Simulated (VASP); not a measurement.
# LiPb4S8 (a cell with a defect) in VASP: single point with PBE

Aim: the single point of LiPb4S8 (a cell with a defect) with PBE.

All numbers are computed with VASP 6.6.1; they aren't measurements. Logs are shortened: lines on timing, memory, paths and dates and some standing lists are left out, and cuts for length are marked.

## Step 1: The cell of the first run

The cell holds a defect, 13 atoms: a = 6.150 Å, b = 6.150 Å, c = 7.553 Å, α = 90.00°, β = 90.00°, γ = 90.00°.

## Step 2: Single point, PBE, collinear spin, zero start

INCAR reads:

```
PREC = Accurate
ENCUT = 520
EDIFF = 1E-7
ISMEAR = -1
SIGMA = 0.05
LREAL = False
LASPH = True
NELM = 150
ALGO = Normal
ISIF = 2
LWAVE = False
LCHARG = True
ISPIN = 2
MAGMOM = 0 0 0 0 0 0 0 0 0 0 0 0 0
LORBIT = 11
GGA = PE
LELF = True
LVHAR = True
NBANDS = 70
```

KPOINTS reads:

```
Automatic mesh
0
Gamma
  2 2 2
```

POSCAR reads:

```
LiPb4S8
1.0
    6.1499340000      0.0000000000      0.0000000000
    0.0000000000      6.1499340000      0.0000000000
    0.0000000000      0.0000000000      7.5531970000
Pb S Li
4 8 1
Direct
    0.0037138610      0.0123183436      0.7483560935
    0.0243612370     -0.0505408676      0.2700182453
    0.4488309956      0.5252057990      0.2696523075
    0.5122986686      0.5034683299      0.7488399945
    0.6274647825      0.1266211963     -0.0097779788
    0.8369441038      0.3375146790      0.5037693311
    0.3757128125      0.1157041685      0.4979106198
    0.1286607303      0.3861308105     -0.0146060006
    0.1271844543      0.6270756727      0.5009702514
    0.3872856197      0.8882674188      0.0004772813
    0.8868010616      0.6294443160     -0.0147794371
    0.6153353841      0.8754723221      0.4980214338
    0.8533491579      0.3543151845      0.1969743408
```

Potentials or basis: VASP PAW PBE potentials, release 64 (Pb_d, S, Li_sv).

Run with:

```
$ cat potpaw_PBE.64/Pb_d/POTCAR potpaw_PBE.64/S/POTCAR potpaw_PBE.64/Li_sv/POTCAR > POTCAR
$ mpirun -np 1 vasp_std > vasp.out
```

OUTCAR:

```text
PREC = Accurate
   ENCUT = 520
   EDIFF = 1E-7
   ISMEAR = -1
   LREAL = False
   LASPH = True
   NELM = 150
   ISIF = 2
   ISPIN = 2
   LORBIT = 11
   GGA = PE

 ion  position               nearest neighbor table
   1  0.004  0.012  0.748-   6 2.91   8 3.01   5 3.03   7 3.04  11 3.04   9 3.11  10 3.13  12 3.16
                             2 3.64   2 3.96
   2  0.024  0.949  0.270-   9 2.72  13 2.76   7 2.95  11 3.04  10 3.04  12 3.08   6 3.18   5 3.41
                             1 3.64   3 3.69   1 3.96
   3  0.449  0.525  0.270-   9 2.71  13 2.76  12 2.94   8 3.04  10 3.04   7 3.08   6 3.19   5 3.42
                             4 3.64   2 3.69   4 3.96
   4  0.512  0.503  0.749-   6 2.91  11 3.02   5 3.03  12 3.04   8 3.05   9 3.11  10 3.13   7 3.16
                             3 3.64   3 3.96
   5  0.627  0.127  0.990-  10 2.08  13 2.52   1 3.03   4 3.03   2 3.41   3 3.42
   6  0.837  0.338  0.504-  13 2.32   9 2.52   4 2.91   1 2.91   2 3.18   3 3.19
   7  0.376  0.116  0.498-  12 2.09   2 2.95   1 3.04   3 3.08   4 3.16
   8  0.129  0.386  0.985-  11 2.11  13 2.34   1 3.01   3 3.04   4 3.05
   9  0.127  0.627  0.501-   6 2.52   3 2.71   2 2.72   1 3.11   4 3.11
  10  0.387  0.888  0.000-   5 2.08   3 3.04   2 3.04   1 3.13   4 3.13
  11  0.887  0.629  0.985-   8 2.11  13 2.34   4 3.02   2 3.04   1 3.04
  12  0.615  0.875  0.498-   7 2.09   3 2.94   4 3.04   2 3.08   1 3.16
  13  0.853  0.354  0.197-   6 2.32   8 2.34  11 2.34   5 2.52   3 2.76   2 2.76

  LATTYP: Found a simple tetragonal cell.
 ALAT       =     6.1499340000
 C/A-ratio  =     1.2281752942

  Lattice vectors:

 A1 = (   6.1499340000,   0.0000000000,   0.0000000000)
 A2 = (   0.0000000000,   6.1499340000,   0.0000000000)
 A3 = (   0.0000000000,   0.0000000000,   7.5531970000)

Analysis of symmetry for initial positions (statically):
=====================================================================
 Subroutine PRICEL returns:
 Original cell was already a primitive cell.

 Routine SETGRP: Setting up the symmetry group for a
 simple tetragonal supercell.

 Subroutine GETGRP returns: Found  1 space group operations
 (whereof  1 operations were pure point group operations)
 out of a pool of 16 trial point group operations.

The static configuration has the point symmetry C_1 .

Analysis of symmetry for dynamics (positions and initial velocities):
=====================================================================
 Subroutine PRICEL returns:
 Original cell was already a primitive cell.

 Routine SETGRP: Setting up the symmetry group for a
 simple tetragonal supercell.

 Subroutine GETGRP returns: Found  1 space group operations
 (whereof  1 operations were pure point group operations)
 out of a pool of 16 trial point group operations.

The dynamic configuration has the point symmetry C_1 .

Analysis of structural, dynamic, and magnetic symmetry:
=====================================================================
 Subroutine PRICEL returns:
 Original cell was already a primitive cell.

 Routine SETGRP: Setting up the symmetry group for a
 simple tetragonal supercell.

 Subroutine GETGRP returns: Found  1 space group operations
 (whereof  1 operations were pure point group operations)
 out of a pool of 16 trial point group operations.

The overall configuration has the point symmetry C_1 .

 Subroutine INISYM returns: Found  1 space group operations
 (whereof  1 operations are pure point group operations),
 and found     1 'primitive' translations

----------------------------------------------------------------------------------------

                                     Primitive cell

  volume of cell :     285.6747

  direct lattice vectors                    reciprocal lattice vectors
     6.149934000  0.000000000  0.000000000     0.162603371  0.000000000  0.000000000
     0.000000000  6.149934000  0.000000000     0.000000000  0.162603371  0.000000000
     0.000000000  0.000000000  7.553197000     0.000000000  0.000000000  0.132394270

  length of vectors
     6.149934000  6.149934000  7.553197000     0.162603371  0.162603371  0.132394270

  position of ions in fractional coordinates (direct lattice)
[... 85 lines left out ...]
   LREAL  =      F    real-space projection
   EDIFFG = 0.1E-05   stopping-criterion for IOM
   NSW    =      0    number of steps for IOM
   IBRION =     -1    ionic relax: 0-MD 1-quasi-New 2-CG
   NFREE  =      0    steps in history (QN), initial steepest desc. (CG)
   ISIF   =      2    stress and relaxation
   ISYM   =      2    0-nonsym 1-usesym 2-fastsym
   POTIM  = 0.5000    time-step for ionic-motion
   TEBEG  =    0.0;   TEEND  =   0.0 temperature during run
   PSTRESS=    0.0 pullay stress
   NELECT =     107.0000    total number of electrons
   NUPDOWN=      -1.0000    fix difference up-down
   EMIN   =  10.00;   EMAX   =-10.00  energy-range for DOS
   EFERMI =   0.00;   METHOD = LEGACY
   ISMEAR =    -1;   SIGMA  =   0.05  broadening in eV -4-tet -1-fermi 0-gaus
   EFERMI_NEDOS =   21; number of points for ismear=-14 and -15
   IALGO  =     38    algorithm
   IMIX   =      4    mixing-type and parameters
     AMIX     =   0.40;   BMIX     =  1.00
     AMIX_MAG =   1.60;   BMIX_MAG =  1.00
  volume/ion in A,a.u.               =      21.97       148.29
  Fermi-wavevector in a.u.,A,eV,Ry     =   1.180082  2.230032 18.947385  1.392594
  Thomas-Fermi vector in A             =   2.316381
   LORBIT       =     11    0 simple, 1 ext, 2 COOP (PROOUT), +10 PAW based schemes
   GGA     = PE    functional components
   LHFCALC =     F    Hartree Fock is set to
   AEXX    =    0.0000 exact exchange contribution
   IVDW    =     0    specifies the selected vdW correction
   LEPSILON=     F    determine dielectric tensor
   LRPA    =     F    only Hartree local field effects (RPA)
 spin polarized calculation
  energy-cutoff  :      520.00
  volume of cell :      285.67
 maximum number of plane-waves:      7732
 NGX is ok and might be reduce to    48
   NGX = 23   NGY = 23   NGZ = 29

 number of electron     107.0000005 magnetization       0.0000000

 number of electron     107.0000005 magnetization      -0.0000000

 Free energy of the ion-electron system (eV)
  ---------------------------------------------------
  ext. energy  EPLUGINS =         0.00000000
  ---------------------------------------------------
  free energy    TOTEN  =       -52.65293539 eV

  energy without entropy =      -52.65249723  energy(sigma->0) =      -52.65271631

 E-fermi :   6.6401     XC(G=0):  -9.8754

 val. band max:        6.2889546509   @ k =   0.0000   0.5000   0.0000
 cond. band min:       6.9645877143   @ k =   0.5000   0.5000   0.0000
 fundamental gap:      0.6756330634
 Fermi energy:         6.6400926110

 spin component 1

 k-point     1 :       0.0000    0.0000    0.0000
  band No.  band energies     occupation
      1     -39.9869      1.00000
      2     -11.1021      1.00000
      3     -11.0482      1.00000
      4     -11.0207      1.00000
      5     -11.0137      1.00000
      6     -11.0057      1.00000
[... 533 lines left out ...]
     64       9.0608      0.00000
     65       9.2764      0.00000
 Fermi energy:         6.6400926110

 spin component 2

 k-point     1 :       0.0000    0.0000    0.0000
  band No.  band energies     occupation
      1     -39.9869      1.00000
      2     -11.1021      1.00000
      3     -11.0482      1.00000
      4     -11.0207      1.00000
      5     -11.0137      1.00000
      6     -11.0057      1.00000
[... 533 lines left out ...]
     64       9.0608      0.00000
     65       9.2764      0.00000
 [bands above 65 left out]

------------------------ aborting loop because EDIFF is reached ----------------------------------------

  FORCE on cell =-STRESS in cart. coord.  units (eV):
  Direction    XX          YY          ZZ          XY          YZ          ZX
  --------------------------------------------------------------------------------------
  -------------------------------------------------------------------------------------
  Total        8.1050658      8.0766490      4.9073144      1.4980371     -0.4714887     -0.4926212
  in kB       45.4564386     45.2970657     27.5221745      8.4015890     -2.6442966     -2.7628161
  external PRESSURE =      39.4252262 kB  Pullay stress =       0.0000000 kB

 VOLUME and BASIS-vectors are now :
 -----------------------------------------------------------------------------
  energy-cutoff  :      520.00
  volume of cell :      285.67
      direct lattice vectors                 reciprocal lattice vectors
     6.149934000  0.000000000  0.000000000     0.162603371  0.000000000  0.000000000
     0.000000000  6.149934000  0.000000000     0.000000000  0.162603371  0.000000000
     0.000000000  0.000000000  7.553197000     0.000000000  0.000000000  0.132394270

 POSITION                                       TOTAL-FORCE (eV/Angst)
 -----------------------------------------------------------------------------------
      0.02284      0.07576      5.65248         0.000398      0.016498      0.002556
      0.14982      5.83911      2.03950         0.002046      0.004618     -0.016094
      2.76028      3.22998      2.03674         0.004829      0.000817     -0.015866
      3.15060      3.09630      5.65614         0.016196      0.001309      0.002487
      3.85887      0.77871      7.47934        -0.069267     -0.068178      0.010510
      5.14715      2.07569      3.80507        -0.011517     -0.012563      0.005233
      2.31061      0.71157      3.76082         0.088125     -0.084541      0.002491
      0.79125      2.37468      7.44288        -0.078781      0.075969     -0.005214
      0.78218      3.85647      3.78393        -0.003453     -0.001438     -0.000179
      2.38178      5.46279      0.00360         0.064455      0.063387      0.004051
      5.45377      3.87104      7.44157         0.074240     -0.080840     -0.005215
      3.78427      5.38410      3.76165        -0.083623      0.089572      0.002495
      5.24804      2.17901      1.48779        -0.003646     -0.004609      0.012747
 -----------------------------------------------------------------------------------
    total drift:                                0.000742      0.000506     -0.000446

  FREE ENERGIE OF THE ION-ELECTRON SYSTEM (eV)
  ---------------------------------------------------
  free  energy   TOTEN  =       -52.6529353863 eV

  energy  without entropy=      -52.6524972322  energy(sigma->0) =      -52.65271631

 total charge

# of ion       s       p       d       tot
------------------------------------------
    1        1.493   0.481   9.848  11.822
    2        1.471   0.559   9.846  11.876
    3        1.470   0.560   9.846  11.876
    4        1.493   0.480   9.848  11.821
    5        1.347   2.328   0.000   3.675
    6        1.372   2.296   0.000   3.668
    7        1.364   2.287   0.000   3.651
    8        1.360   2.318   0.000   3.678
    9        1.381   2.276   0.000   3.657
   10        1.356   2.301   0.000   3.657
   11        1.360   2.318   0.000   3.678
   12        1.364   2.288   0.000   3.651
   13        2.028   0.073   0.000   2.101
--------------------------------------------------
tot         18.860  20.565  39.387  78.813

 magnetization (x)

# of ion       s       p       d       tot
------------------------------------------
    1       -0.000  -0.000   0.000  -0.000
    2       -0.000  -0.000   0.000  -0.000
    3       -0.000  -0.000   0.000  -0.000
    4       -0.000  -0.000   0.000  -0.000
    5        0.000   0.000   0.000   0.000
    6       -0.000  -0.000   0.000  -0.000
    7        0.000   0.000   0.000   0.000
    8       -0.000   0.000   0.000   0.000
    9       -0.000  -0.000   0.000  -0.000
   10        0.000   0.000   0.000   0.000
   11       -0.000  -0.000   0.000  -0.000
   12        0.000  -0.000   0.000   0.000
   13       -0.000   0.000   0.000   0.000
--------------------------------------------------
tot         -0.000   0.000   0.000  -0.000
```

It took 7.6 min on 1 thread of AMD EPYC 7R43 (Zen 3), shared host; peak memory 0.51 GiB.

What came out:

| Item | Value |
| --- | --- |
| Free energy | -52.6529 eV |
| Largest force | 0.123 eV/Å |
| Net moment | 0.00 μB per cell |
| Valence electrons inside the program's atomic spheres | Pb 11.82, 11.88 (each value once); S 3.67, 3.65, 3.68, 3.66 (each value once); Li 2.10 |

Forces on the atoms (eV/Å):
```
Pb   0.000  0.016  0.003
Pb   0.002  0.005 -0.016
Pb   0.005  0.001 -0.016
Pb   0.016  0.001  0.002
S   -0.069 -0.068  0.011
S   -0.012 -0.013  0.005
S    0.088 -0.085  0.002
S   -0.079  0.076 -0.005
S   -0.003 -0.001  0.000
S    0.064  0.063  0.004
S    0.074 -0.081 -0.005
S   -0.084  0.090  0.002
Li  -0.004 -0.005  0.013
```

Caveat: the k points lie up to 0.51 Å⁻¹ apart; the cutoff is under 1.25 times the usual one of these potentials, so pressure, stress and relaxed cells hold a basis-set (Pulay) error; spin-orbit coupling is left out, which moves the levels of the heavy elements.
